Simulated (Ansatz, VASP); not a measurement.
# Ir: VASP beside Ansatz

```
Ir
1.0
     2.64132    0.00000    0.00000
    -1.32066    2.28745    0.00000
     0.00000    0.00000    4.28380
Ir
2
Cartesian
  1.3207 0.7625 3.2128
  0.0000 1.5250 1.0709
```

Change from the starting cell: strain -0.040 along x and y, -0.040 along z, atoms carried along.

Alike in both runs: task single point; functional r2SCAN; k mesh 18 × 18 × 12; occupations gaussian, width 0.15 eV; no spin polarisation.

|  | VASP | Ansatz |
| --- | --- | --- |
| version | VASP 6.6.1 | Ansatz 0.2.0 |
| potentials or method | VASP PAW PBE potentials, release 64 (Ir), cutoff 520 eV | scalar-relativistic, plane waves, PAW |
| valence electrons in the cell | 18 | 34 |

Ansatz gave:

```
gap on the k mesh at the Fermi level (eV)                     : none
pressure (GPa)                                                : 46.4
traceless stress, the component that is largest in VASP (GPa) : 0.54
```

Problem. Estimate VASP's values.

Solution. gap on the k mesh at the Fermi level (eV): none; pressure (GPa): 50.7; traceless stress, the component that is largest in VASP (GPa): 0.73.

VASP's potentials were made for PBE, not for r2SCAN. A gap of «none» marks a metal or a gap that the smearing closes. Both programs put the cell under a high pressure, so it lies far from rest at this level. VASP's potentials hold 18 valence electrons a cell and Ansatz's 34, so a difference there can come from the potentials and not from the codes.

Spin-orbit coupling is off throughout.
